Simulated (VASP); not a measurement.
# RePb2: single point with PBE

Crystal: RePb2.

```
CELL_PARAMETERS angstrom
-1.60244 1.60244 7.30678
1.60244 -1.60244 7.30678
1.60244 1.60244 -7.30678
ATOMIC_POSITIONS crystal
Re 0.00000 0.00000 0.00000
Pb 0.63312 0.63312 0.00000
Pb 0.36688 0.36688 0.00000
```

```json
{
 "Program": "VASP 6.6.1",
 "Task": "single point",
 "Functional": "PBE",
 "Potentials or basis": "VASP PAW PBE potentials, release 64 (Re, Pb_d)",
 "Cutoff": "520 eV",
 "k mesh": "6 × 6 × 6",
 "Occupations": "gaussian, width 0.1 eV",
 "Spin": "no spin polarisation"
}
```

The pressure is -0.1 GPa and the largest force is 0.013 eV/Å.

Forces on the atoms (eV/Å):
```
Re   0.000  0.000  0.000
Pb   0.000  0.000 -0.013
Pb   0.000  0.000  0.013
```

Stress tensor (GPa, compression positive):
```
-0.06  0.00  0.00
 0.00 -0.06  0.00
 0.00  0.00 -0.20
```

Levels at points of the mesh, in eV from the Fermi level:
```
           k point  band 16  band 17  band 18  band 19  band 20  band 21
(0.00, 0.00, 0.00)    -0.21    -0.21     1.20     1.71     5.47     5.47
(0.50, 0.00, 0.00)    -1.25    -0.70    -0.39     0.44     2.16     3.67
(0.50, 0.50, 0.00)    -1.50    -1.47    -0.65     2.12     2.45     3.19
(0.50, 0.50, 0.50)    -0.19    -0.19     0.18     1.21     4.94     4.94
```

Run time: 5 min on 1 thread of Intel(R) Xeon(R) Platinum 8488C (Sapphire Rapids), on a shared host, peak memory 0.47 GiB.

Caveat: the k points lie up to 0.46 Å⁻¹ apart; spin-orbit coupling is left out, which moves the levels of the heavy elements.
